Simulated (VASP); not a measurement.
# BaCu3 (Pm-3m) in VASP: single point with PBEsol

Aim: the single point of BaCu3 with PBEsol.

Everything below comes from runs of VASP 6.6.1. Logs are shortened: lines on timing, memory, paths and dates and some standing lists are left out, and cuts for length are marked.

## (1) The cell of the first run

The structure is cubic, space group Pm-3m (No. 221). Conventional cell: a = 4.280 Å, b = 4.280 Å, c = 4.280 Å, α = 90.00°, β = 90.00°, γ = 90.00°. Ba (site symmetry m-3m) has 12 Cu at 3.03 Å within 4.0 Å. Within 4.0 Å of Cu (site symmetry 4/mmm) lie 4 Ba at 3.03 Å and 8 Cu at 3.03 Å.

## (2) Single point, PBEsol (19.60 Å³/atom)

Input file INCAR:

```
SYSTEM = BaCu3
PREC = Accurate
ENCUT = 820
EDIFF = 1E-6
ISMEAR = 0
SIGMA = 0.05
LREAL = .False.
LASPH = .True.
NELM = 120
ALGO = Normal
ISIF = 2
LWAVE = .False.
LCHARG = .False.
GGA = PS
NBANDS = 42
GGA_COMPAT = .False.
```

Input file KPOINTS:

```
regular mesh
0
Gamma
  8 8 8
  0 0 0
```

Input file POSCAR:

```
BaCu3
1.0
    4.2800782095      0.0000000000      0.0000000000
    0.0000000000      4.2800782095      0.0000000000
    0.0000000000      0.0000000000      4.2800782095
Ba Cu
1 3
Direct
    0.0000000000      0.0000000000      0.0000000000
    0.0000000000      0.5000000000      0.5000000000
    0.5000000000      0.5000000000      0.0000000000
    0.5000000000      0.0000000000      0.5000000000
```

Potentials or basis: VASP PAW PBE potentials, release 64 (Ba_sv, Cu_sv_GW).

Launch:

```sh
$ cat potpaw_PBE.64/Ba_sv/POTCAR potpaw_PBE.64/Cu_sv_GW/POTCAR > POTCAR
$ mpirun -np 1 vasp_std > vasp.out
```

OUTCAR:

```text
SYSTEM = BaCu3
   PREC = Accurate
   ENCUT = 820
   EDIFF = 1E-6
   ISMEAR = 0
   LREAL = .False.
   LASPH = .True.
   NELM = 120
   ISIF = 2
   GGA = PS

 ion  position               nearest neighbor table
   1  0.000  0.000  0.000-   2 3.03   3 3.03   4 3.03   2 3.03   4 3.03   2 3.03   3 3.03   2 3.03
                             3 3.03   4 3.03   4 3.03   3 3.03
   2  0.000  0.500  0.500-   1 3.03   1 3.03   1 3.03   1 3.03
   3  0.500  0.500  0.000-   1 3.03   1 3.03   1 3.03   1 3.03
   4  0.500  0.000  0.500-   1 3.03   1 3.03   1 3.03   1 3.03

  LATTYP: Found a simple cubic cell.
 ALAT       =     4.2800782095

  Lattice vectors:

 A1 = (   4.2800782095,   0.0000000000,   0.0000000000)
 A2 = (   0.0000000000,   4.2800782095,   0.0000000000)
 A3 = (   0.0000000000,   0.0000000000,   4.2800782095)

Analysis of symmetry for initial positions (statically):
=====================================================================
 Subroutine PRICEL returns:
 Original cell was already a primitive cell.

 Routine SETGRP: Setting up the symmetry group for a
 simple cubic supercell.

 Subroutine GETGRP returns: Found 48 space group operations
 (whereof 48 operations were pure point group operations)
 out of a pool of 48 trial point group operations.

The static configuration has the point symmetry O_h .

Analysis of symmetry for dynamics (positions and initial velocities):
=====================================================================
 Subroutine PRICEL returns:
 Original cell was already a primitive cell.

 Routine SETGRP: Setting up the symmetry group for a
 simple cubic supercell.

 Subroutine GETGRP returns: Found 48 space group operations
 (whereof 48 operations were pure point group operations)
 out of a pool of 48 trial point group operations.

The dynamic configuration has the point symmetry O_h .

 Subroutine INISYM returns: Found 48 space group operations
 (whereof 48 operations are pure point group operations),
 and found     1 'primitive' translations

----------------------------------------------------------------------------------------

                                     Primitive cell

  volume of cell :      78.4071

  direct lattice vectors                    reciprocal lattice vectors
     4.280078210  0.000000000  0.000000000     0.233640590  0.000000000  0.000000000
     0.000000000  4.280078210  0.000000000     0.000000000  0.233640590  0.000000000
     0.000000000  0.000000000  4.280078210     0.000000000  0.000000000  0.233640590

  length of vectors
     4.280078210  4.280078210  4.280078210     0.233640590  0.233640590  0.233640590

  position of ions in fractional coordinates (direct lattice)
     0.000000000  0.000000000  0.000000000
     0.000000000  0.500000000  0.500000000
     0.500000000  0.500000000  0.000000000
     0.500000000  0.000000000  0.500000000

  ion indices of the primitive-cell ions
   primitive index   ion index
                 1           1
                 2           2
                 3           3
                 4           4

----------------------------------------------------------------------------------------

 KPOINTS: regular mesh

Automatic generation of k-mesh.
 Grid dimensions read from file:
 generate k-points for:    8    8    8

 Generating k-lattice:

  Cartesian coordinates                     Fractional coordinates (reciprocal lattice)
     0.029205074  0.000000000  0.000000000     0.125000000  0.000000000  0.000000000
     0.000000000  0.029205074  0.000000000     0.000000000  0.125000000  0.000000000
     0.000000000  0.000000000  0.029205074     0.000000000  0.000000000  0.125000000

  Length of vectors
     0.029205074  0.029205074  0.029205074

  Shift w.r.t. Gamma in fractional coordinates (k-lattice)
     0.000000000  0.000000000  0.000000000

 Subroutine IBZKPT returns following result:
 ===========================================

 Found     35 irreducible k-points:

 Following reciprocal coordinates:
            Coordinates               Weight
  0.000000  0.000000  0.000000      1.000000
  0.125000  0.000000  0.000000      6.000000
  0.250000  0.000000  0.000000      6.000000
  0.375000  0.000000  0.000000      6.000000
  0.500000  0.000000  0.000000      3.000000
  0.125000  0.125000  0.000000     12.000000
[... 16 lines left out ...]
  0.375000  0.375000  0.125000     24.000000
  0.500000  0.375000  0.125000     24.000000
 [... further k-points ...]
   k-points           NKPTS =     35   k-points in BZ     NKDIM =     35   number of bands    NBANDS=     42
   number of dos      NEDOS =    301   number of ions     NIONS =      4
   total plane-waves  NPLWV =  64000
   dimension x,y,z NGX =    40 NGY =   40 NGZ =   40
   dimension x,y,z NGXF=    80 NGYF=   80 NGZF=   80
   ions per type =               1   3
   NGX,Y,Z   is equivalent  to a cutoff of  15.54, 15.54, 15.54 a.u.
   NGXF,Y,Z  is equivalent  to a cutoff of  31.07, 31.07, 31.07 a.u.
 SYSTEM =  BaCu3
   PREC   = accura    normal or accurate (medium, high low for compatibility)
   ISTART =      0    job   : 0-new  1-cont  2-samecut
   ICHARG =      2    charge: 1-file 2-atom 10-const
   ISPIN  =      1    spin polarized calculation?
   LNONCOLLINEAR =      F non collinear calculations
   LSORBIT =      F    spin-orbit coupling
   LASPH  =      T    aspherical Exc in radial PAW
   ENCUT  =  820.0 eV  60.27 Ry    7.76 a.u.   9.99  9.99  9.99*2*pi/ulx,y,z
   NELM   =    120;   NELMIN=  2; NELMDL= -5     # of ELM steps
   EDIFF  = 0.1E-05   stopping-criterion for ELM
   LREAL  =      F    real-space projection
   EDIFFG = 0.1E-04   stopping-criterion for IOM
   NSW    =      0    number of steps for IOM
   IBRION =     -1    ionic relax: 0-MD 1-quasi-New 2-CG
   NFREE  =      0    steps in history (QN), initial steepest desc. (CG)
   ISIF   =      2    stress and relaxation
   ISYM   =      2    0-nonsym 1-usesym 2-fastsym
   POTIM  = 0.5000    time-step for ionic-motion
   TEBEG  =    0.0;   TEEND  =   0.0 temperature during run
   PSTRESS=    0.0 pullay stress
   NELECT =      67.0000    total number of electrons
   NUPDOWN=      -1.0000    fix difference up-down
   EMIN   =  10.00;   EMAX   =-10.00  energy-range for DOS
   EFERMI =   0.00;   METHOD = LEGACY
   ISMEAR =     0;   SIGMA  =   0.05  broadening in eV -4-tet -1-fermi 0-gaus
   EFERMI_NEDOS =   21; number of points for ismear=-14 and -15
   IALGO  =     38    algorithm
   IMIX   =      4    mixing-type and parameters
     AMIX     =   0.40;   BMIX     =  1.00
     AMIX_MAG =   1.60;   BMIX_MAG =  1.00
  volume/ion in A,a.u.               =      19.60       132.28
  Fermi-wavevector in a.u.,A,eV,Ry     =   1.553512  2.935713 32.836311  2.413401
  Thomas-Fermi vector in A             =   2.657732
   LORBIT       =      0    0 simple, 1 ext, 2 COOP (PROOUT), +10 PAW based schemes
   GGA     = PS    functional components
   LHFCALC =     F    Hartree Fock is set to
   AEXX    =    0.0000 exact exchange contribution
   IVDW    =     0    specifies the selected vdW correction
   LEPSILON=     F    determine dielectric tensor
   LRPA    =     F    only Hartree local field effects (RPA)
 non-spin polarized calculation
 Gauss-broadening in eV      SIGMA  =   0.05
  energy-cutoff  :      820.00
  volume of cell :       78.41
 maximum number of plane-waves:      4224
 NGX is ok and might be reduce to    40
   NGX = 19   NGY = 19   NGZ = 19

 number of electron      66.9999999 magnetization

 Free energy of the ion-electron system (eV)
  ---------------------------------------------------
  ext. energy  EPLUGINS =         0.00000000
  ---------------------------------------------------
  free energy    TOTEN  =       -12.71035057 eV

  energy without entropy =      -12.70615837  energy(sigma->0) =      -12.70825447

 E-fermi :   4.4746     XC(G=0): -11.1278

 val. band max:        4.4334680540   @ k =   0.5000   0.3750   0.0000
 cond. band min:       4.4810119063   @ k =   0.3750   0.2500   0.1250
 fundamental gap:      0.0475438523
 Fermi energy:         4.4745985178

 k-point     1 :       0.0000    0.0000    0.0000
  band No.  band energies     occupation
      1    -107.5796      2.00000
      2    -107.5786      2.00000
      3    -107.5786      2.00000
      4     -65.1782      2.00000
      5     -65.1782      2.00000
      6     -65.1782      2.00000
[... 34 lines left out ...]
     41      11.6528      0.00000
     42      11.7381      0.00000

 k-point     2 :       0.1250    0.0000    0.0000
  band No.  band energies     occupation
      1    -107.5795      2.00000
      2    -107.5788      2.00000
      3    -107.5787      2.00000
      4     -65.1782      2.00000
      5     -65.1781      2.00000
      6     -65.1781      2.00000
[... 34 lines left out ...]
     41      10.4774      0.00000
     42      12.5468      0.00000

 k-point     3 :       0.2500    0.0000    0.0000
  band No.  band energies     occupation
      1    -107.5793      2.00000
      2    -107.5788      2.00000
      3    -107.5787      2.00000
      4     -65.1782      2.00000
      5     -65.1779      2.00000
      6     -65.1779      2.00000
[... 34 lines left out ...]
     41       9.9792      0.00000
     42      13.4009      0.00000

 k-point     4 :       0.3750    0.0000    0.0000
  band No.  band energies     occupation
      1    -107.5793      2.00000
      2    -107.5789      2.00000
      3    -107.5788      2.00000
      4     -65.1783      2.00000
      5     -65.1778      2.00000
      6     -65.1778      2.00000
[... 844 lines left out ...]
     41      10.4867      0.00000
     42      12.6631      0.00000

 k-point    23 :       0.3750    0.3750    0.1250
  band No.  band energies     occupation
      1    -107.5793      2.00000
      2    -107.5791      2.00000
      3    -107.5790      2.00000
      4     -65.1810      2.00000
      5     -65.1791      2.00000
      6     -65.1790      2.00000
[... 34 lines left out ...]
     41      12.3757      0.00000
     42      12.7809      0.00000

 k-point    24 :       0.5000    0.3750    0.1250
  band No.  band energies     occupation
      1    -107.5791      2.00000
      2    -107.5790      2.00000
      3    -107.5789      2.00000
      4     -65.1812      2.00000
      5     -65.1791      2.00000
      6     -65.1790      2.00000
[... 34 lines left out ...]
     41      11.3827      0.00000
     42      12.3110      0.00000

 [... further k-points ...]

------------------------ aborting loop because EDIFF is reached ----------------------------------------

  FORCE on cell =-STRESS in cart. coord.  units (eV):
  Direction    XX          YY          ZZ          XY          YZ          ZX
  --------------------------------------------------------------------------------------
  -------------------------------------------------------------------------------------
  Total        0.7599093      0.7599093      0.7599093      0.0000000      0.0000000      0.0000000
  in kB       15.5280601     15.5280601     15.5280601      0.0000000      0.0000000      0.0000000
  external PRESSURE =      15.5280601 kB  Pullay stress =       0.0000000 kB

 VOLUME and BASIS-vectors are now :
 -----------------------------------------------------------------------------
  energy-cutoff  :      820.00
  volume of cell :       78.41
      direct lattice vectors                 reciprocal lattice vectors
     4.280078210  0.000000000  0.000000000     0.233640590  0.000000000  0.000000000
     0.000000000  4.280078210  0.000000000     0.000000000  0.233640590  0.000000000
     0.000000000  0.000000000  4.280078210     0.000000000  0.000000000  0.233640590

 POSITION                                       TOTAL-FORCE (eV/Angst)
 -----------------------------------------------------------------------------------
      0.00000      0.00000      0.00000         0.000000      0.000000      0.000000
      0.00000      2.14004      2.14004         0.000000      0.000000      0.000000
      2.14004      2.14004      0.00000         0.000000      0.000000      0.000000
      2.14004      0.00000      2.14004         0.000000      0.000000      0.000000
 -----------------------------------------------------------------------------------
    total drift:                               -0.000000     -0.000000     -0.000000

  FREE ENERGIE OF THE ION-ELECTRON SYSTEM (eV)
  ---------------------------------------------------
  free  energy   TOTEN  =       -12.7103505703 eV

  energy  without entropy=      -12.7061583732  energy(sigma->0) =      -12.70825447
```

Run time: 2.6 min. Hardware: 1 thread of Intel Xeon 6975P-C (Granite Rapids), shared host; peak memory 0.38 GiB.

Results:

- Free energy: -12.7104 eV
- Pressure: 1.6 GPa
- Band gap on the k mesh: zero (an odd number of electrons rules out a gap without spin polarisation)

Levels at points of the mesh, in eV from the Fermi level:
| k point | band 30 | band 31 | band 32 | band 33 | band 34 | band 35 | band 36 | band 37 | band 38 | band 39 |
| --- | --- | --- | --- | --- | --- | --- | --- | --- | --- | --- |
| (0.00, 0.00, 0.00) | -1.89 | -1.89 | -1.89 | 0.82 | 0.82 | 2.54 | 2.54 | 2.54 | 5.50 | 5.50 |
| (0.50, 0.00, 0.00) | -2.22 | -2.11 | -2.06 | -1.89 | 1.09 | 1.09 | 1.12 | 3.21 | 5.51 | 5.59 |
| (0.50, 0.50, 0.00) | -2.26 | -2.26 | -2.23 | -1.02 | -0.11 | -0.11 | 2.14 | 2.14 | 5.27 | 5.85 |
| (0.50, 0.50, 0.50) | -2.02 | -2.02 | -0.70 | -0.43 | -0.43 | -0.43 | 2.47 | 2.47 | 2.47 | 6.71 |

Caveat: the PAW data sets were made with another functional, which shifts forces and pressure a little; spin-orbit coupling is left out, which moves the levels of the heavy elements.

The gap in the log of VASP goes by the Fermi energy; the results here count the filled bands.